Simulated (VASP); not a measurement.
# ReS3 (P6_3/mmc) in VASP: a series of runs, part 3 of 3

VASP 6.6.1.

## 5. Single point, PBE, collinear spin

This run uses another cell than the first one, of 31.68 Å³/atom.

Contents of INCAR:

```
SYSTEM = ReS3
  ALGO = Normal
  EDIFF = 1E-6
  ENCUT = 520
  GGA = PE
  ISIF = 2
  ISMEAR = 0
  ISPIN = 2
  LASPH = .True.
  LCHARG = .False.
  LMAXMIX = 4
  LORBIT = 11
  LREAL = .False.
  LWAVE = .False.
  MAGMOM = -1 1 0 0 0 0 0 0
  NBANDS = 39
  NELM = 150
  PREC = Accurate
  SIGMA = 0.1
```

Contents of KPOINTS:

```
k-points
0
Gamma
  3 3 4
  0 0 0
```

Contents of POSCAR:

```
ReS3
1.0
   10.1292335491      0.0000000042      0.0000000000
   -5.0646167782      8.7721735723      0.0000000000
    0.0000000000      0.0000000000      2.8521140418
Re S
2 6
Direct
    0.3333333333      0.6666666667      0.7500000000
    0.6666666667      0.3333333333      0.2500000000
    0.2275989899      0.4551979799      0.2500000000
    0.2275989899      0.7724010101      0.2500000000
    0.5448020201      0.7724010101      0.2500000000
    0.7724003549      0.5448007098      0.7500000000
    0.7724003549      0.2275996451      0.7500000000
    0.4551992902      0.2275996451      0.7500000000
```

Potentials or basis: VASP PAW PBE potentials, release 64 (Re, S).

The run is started by

```bash
$ cat potpaw_PBE.64/Re/POTCAR potpaw_PBE.64/S/POTCAR > POTCAR
$ mpirun -np 1 vasp_std > vasp.out
```

OUTCAR:

```text
SYSTEM = ReS3
   EDIFF = 1E-6
   ENCUT = 520
   GGA = PE
   ISIF = 2
   ISMEAR = 0
   ISPIN = 2
   LASPH = .True.
   LORBIT = 11
   LREAL = .False.
   NELM = 150
   PREC = Accurate

 ion  position               nearest neighbor table
   1  0.333  0.667  0.750-   5 2.34   5 2.34   4 2.34   4 2.34   3 2.34   3 2.34
   2  0.667  0.333  0.250-   7 2.34   7 2.34   8 2.34   8 2.34   6 2.34   6 2.34
   3  0.228  0.455  0.250-   1 2.34   1 2.34
   4  0.228  0.772  0.250-   1 2.34   1 2.34
   5  0.545  0.772  0.250-   1 2.34   1 2.34
   6  0.772  0.545  0.750-   2 2.34   2 2.34
   7  0.772  0.228  0.750-   2 2.34   2 2.34
   8  0.455  0.228  0.750-   2 2.34   2 2.34

  LATTYP: Found a hexagonal cell.
 ALAT       =    10.1292335491
 C/A-ratio  =     0.2815725423

  Lattice vectors:

 A1 = (  10.1292335491,   0.0000000042,   0.0000000000)
 A2 = (  -5.0646167782,   8.7721735723,   0.0000000000)
 A3 = (   0.0000000000,   0.0000000000,   2.8521140418)

Analysis of symmetry for initial positions (statically):
=====================================================================
 Subroutine PRICEL returns:
 Original cell was already a primitive cell.

 Routine SETGRP: Setting up the symmetry group for a
 hexagonal supercell.

 Subroutine GETGRP returns: Found 24 space group operations
 (whereof 12 operations were pure point group operations)
 out of a pool of 24 trial point group operations.

The static configuration has the point symmetry D_3d.
 The point group associated with its full space group is D_6h.

Analysis of symmetry for dynamics (positions and initial velocities):
=====================================================================
 Subroutine PRICEL returns:
 Original cell was already a primitive cell.

 Routine SETGRP: Setting up the symmetry group for a
 hexagonal supercell.

 Subroutine GETGRP returns: Found 24 space group operations
 (whereof 12 operations were pure point group operations)
 out of a pool of 24 trial point group operations.

The dynamic configuration has the point symmetry D_3d.
 The point group associated with its full space group is D_6h.

Analysis of structural, dynamic, and magnetic symmetry:
=====================================================================
 Subroutine PRICEL returns:
 Original cell was already a primitive cell.

 Routine SETGRP: Setting up the symmetry group for a
 hexagonal supercell.

 Subroutine GETGRP returns: Found 24 space group operations
 (whereof 12 operations were pure point group operations)
 out of a pool of 24 trial point group operations.

The overall configuration has the point symmetry D_3d.
 The point group associated with its full space group is D_6h.

 Subroutine INISYM returns: Found 24 space group operations
 (whereof 12 operations are pure point group operations),
 and found     1 'primitive' translations

----------------------------------------------------------------------------------------

                                     Primitive cell

  volume of cell :     253.4257

  direct lattice vectors                    reciprocal lattice vectors
    10.129233549  0.000000004  0.000000000     0.098724153  0.056998416  0.000000000
    -5.064616778  8.772173572  0.000000000    -0.000000000  0.113996832  0.000000000
[... 95 lines left out ...]
   EFERMI =   0.00;   METHOD = LEGACY
   ISMEAR =     0;   SIGMA  =   0.10  broadening in eV -4-tet -1-fermi 0-gaus
   EFERMI_NEDOS =   21; number of points for ismear=-14 and -15
   IALGO  =     38    algorithm
   IMIX   =      4    mixing-type and parameters
     AMIX     =   0.40;   BMIX     =  1.00
     AMIX_MAG =   1.60;   BMIX_MAG =  1.00
  volume/ion in A,a.u.               =      31.68       213.78
  Fermi-wavevector in a.u.,A,eV,Ry     =   0.953048  1.800999 12.358169  0.908300
  Thomas-Fermi vector in A             =   2.081667
   LORBIT       =     11    0 simple, 1 ext, 2 COOP (PROOUT), +10 PAW based schemes
   GGA     = PE    functional components
   LHFCALC =     F    Hartree Fock is set to
   AEXX    =    0.0000 exact exchange contribution
   IVDW    =     0    specifies the selected vdW correction
   LEPSILON=     F    determine dielectric tensor
   LRPA    =     F    only Hartree local field effects (RPA)
 spin polarized calculation
 Gauss-broadening in eV      SIGMA  =   0.10
  energy-cutoff  :      520.00
  volume of cell :      253.43
 maximum number of plane-waves:      6848
 NGX is ok and might be reduce to    80
   NGX = 37   NGY = 37   NGZ = 11

 number of electron      49.9999996 magnetization       0.0000000

 number of electron      49.9999996 magnetization      -0.0000000

 Free energy of the ion-electron system (eV)
  ---------------------------------------------------
  ext. energy  EPLUGINS =         0.00000000
  ---------------------------------------------------
  free energy    TOTEN  =       -50.45545298 eV

  energy without entropy =      -50.44033766  energy(sigma->0) =      -50.44789532

 E-fermi :   0.8443     XC(G=0):  -7.3178

 val. band max:        0.7250473011   @ k =   0.3333  -0.0000   0.5000
 cond. band min:       0.9207929535   @ k =   0.0000   0.0000   0.2500
 fundamental gap:      0.1957456524
 Fermi energy:         0.8443423974

 spin component 1

 k-point     1 :       0.0000    0.0000    0.0000
  band No.  band energies     occupation
      1     -13.7890      1.00000
      2     -13.7137      1.00000
      3     -12.3322      1.00000
      4     -12.3322      1.00000
      5     -12.2885      1.00000
      6     -12.2885      1.00000
[... 349 lines left out ...]
     36       5.9357      0.00000
     37       7.4124      0.00000
 Fermi energy:         0.8443423974

 spin component 2

 k-point     1 :       0.0000    0.0000    0.0000
  band No.  band energies     occupation
      1     -13.7890      1.00000
      2     -13.7137      1.00000
      3     -12.3322      1.00000
      4     -12.3322      1.00000
      5     -12.2885      1.00000
      6     -12.2885      1.00000
[... 349 lines left out ...]
     36       5.9357      0.00000
     37       7.4125      0.00000
 [bands above 37 left out]

------------------------ aborting loop because EDIFF is reached ----------------------------------------

  FORCE on cell =-STRESS in cart. coord.  units (eV):
  Direction    XX          YY          ZZ          XY          YZ          ZX
  --------------------------------------------------------------------------------------
  -------------------------------------------------------------------------------------
  Total        0.3331182      0.3331182      0.1954058     -0.0000000      0.0000000     -0.0000000
  in kB        2.1059992      2.1059992      1.2353709     -0.0000000      0.0000000     -0.0000000
  external PRESSURE =       1.8157897 kB  Pullay stress =       0.0000000 kB

 VOLUME and BASIS-vectors are now :
 -----------------------------------------------------------------------------
  energy-cutoff  :      520.00
  volume of cell :      253.43
      direct lattice vectors                 reciprocal lattice vectors
    10.129233549  0.000000004  0.000000000     0.098724153  0.056998416  0.000000000
    -5.064616778  8.772173572  0.000000000    -0.000000000  0.113996832  0.000000000
     0.000000000  0.000000000  2.852114042     0.000000000  0.000000000  0.350617116

 POSITION                                       TOTAL-FORCE (eV/Angst)
 -----------------------------------------------------------------------------------
     -0.00000      5.84812      2.13909         0.000000     -0.000000     -0.000000
      5.06462      2.92406      0.71303        -0.000000      0.000000      0.000000
     -0.00000      3.99308      0.71303         0.000000     -0.055334     -0.000000
     -1.60651      6.77564      0.71303        -0.047921      0.027667     -0.000000
      1.60651      6.77564      0.71303         0.047921      0.027667      0.000000
      5.06462      4.77909      2.13909        -0.000000      0.055334      0.000000
      6.67112      1.99654      2.13909         0.047921     -0.027667      0.000000
      3.45811      1.99654      2.13909        -0.047921     -0.027667     -0.000000
 -----------------------------------------------------------------------------------
    total drift:                                0.000001     -0.000001     -0.000000

  FREE ENERGIE OF THE ION-ELECTRON SYSTEM (eV)
  ---------------------------------------------------
  free  energy   TOTEN  =       -50.4554529815 eV

  energy  without entropy=      -50.4403376636  energy(sigma->0) =      -50.44789532

 total charge

# of ion       s       p       d       tot
------------------------------------------
    1        0.578   0.676   4.878   6.132
    2        0.578   0.676   4.878   6.132
    3        1.376   2.274   0.000   3.650
    4        1.376   2.274   0.000   3.650
    5        1.376   2.274   0.000   3.650
    6        1.376   2.274   0.000   3.650
    7        1.376   2.274   0.000   3.650
    8        1.376   2.274   0.000   3.650
--------------------------------------------------
tot          9.411  14.995   9.756  34.162

 magnetization (x)

# of ion       s       p       d       tot
------------------------------------------
    1       -0.000  -0.000  -0.000  -0.000
    2        0.000   0.000   0.000   0.000
    3        0.000   0.000   0.000   0.000
    4        0.000   0.000   0.000   0.000
    5        0.000   0.000   0.000   0.000
    6       -0.000  -0.000   0.000  -0.000
    7       -0.000  -0.000   0.000  -0.000
    8       -0.000  -0.000   0.000  -0.000
--------------------------------------------------
tot          0.000   0.000   0.000   0.000
```

It took 3.8 min on 1 thread of Intel Xeon Platinum 8488C (Sapphire Rapids), shared host; peak memory 0.54 GiB.

What came out:

```
Free energy                                           : -50.4555 eV
Pressure                                              : 0.2 GPa
Largest force                                         : 0.055 eV/Å
Band gap on the k mesh                                : zero (filled and empty bands overlap)
Net moment                                            : 0.00 μB per cell
Valence electrons inside the program's atomic spheres : Re 6.13; S 3.65
```

Forces in eV/Å, atoms in the order of the input:
```
Re   0.000  0.000  0.000
Re   0.000  0.000  0.000
S    0.000 -0.055  0.000
S   -0.048  0.028  0.000
S    0.048  0.028  0.000
S    0.000  0.055  0.000
S    0.048 -0.028  0.000
S   -0.048 -0.028  0.000
```

Caveat: the k points lie up to 0.55 Å⁻¹ apart, too coarse for converged energies and pressures of a metal; spin-orbit coupling is left out, which moves the levels of the heavy elements; this functional lacks dispersion, which binds layers or chains, so the pressure and a relaxed spacing across them are unreliable.

## 6. Overview

| task | spin | cell | k mesh | cutoff (eV) | gap on the mesh (eV) | pressure (GPa) | moment (μB) | largest force (eV/Å) |
| --- | --- | --- | --- | --- | --- | --- | --- | --- |
| single point | off | a = 10.154, b = 10.154, c = 2.856 Å, angles 90.0, 90.0, 120.0°, 8 atoms, atomic positions A | 3 × 3 × 6 | 520 | none | 0.1 | - | 0.04 |
| relaxation of cell and atoms | off | relaxed from a = 10.129, b = 10.129, c = 2.852 Å, angles 90.0, 90.0, 120.0°, 8 atoms, atomic positions B | 3 × 3 × 6 | 600 | none | 0.0 | - | - |
| single point | collinear | a = 6.881, b = 6.881, c = 5.299 Å, angles 90.0, 90.0, 120.0°, 8 atoms, atomic positions C | 3 × 3 × 4 | 520 | none | -21.0 | 0.00 | 1.38 |
| single point | collinear | a = 10.129, b = 10.129, c = 2.852 Å, angles 90.0, 90.0, 120.0°, 8 atoms, atomic positions B | 3 × 3 × 4 | 520 | none | 0.2 | 0.00 | 0.06 |

Alike in all rows: level PBE; potentials or basis VASP PAW PBE potentials, release 64 (Re, S); smearing gaussian 0.1 eV.

Caveats: some runs use coarse meshes; spin-orbit coupling is left out, which moves the levels of the heavy elements; this functional lacks dispersion, which binds layers or chains, so the pressure and a relaxed spacing across them are unreliable (at least some runs); the stress differs along the axes, from -26 to -18 GPa (at least some runs); forces of over 1 eV/Å act on the atoms, so gaps and moduli don't describe the material at rest (at least some runs).

Absolute energies hang on the potentials; compare differences alone.

The gap in the log of VASP goes by the Fermi energy; the results here count the filled bands.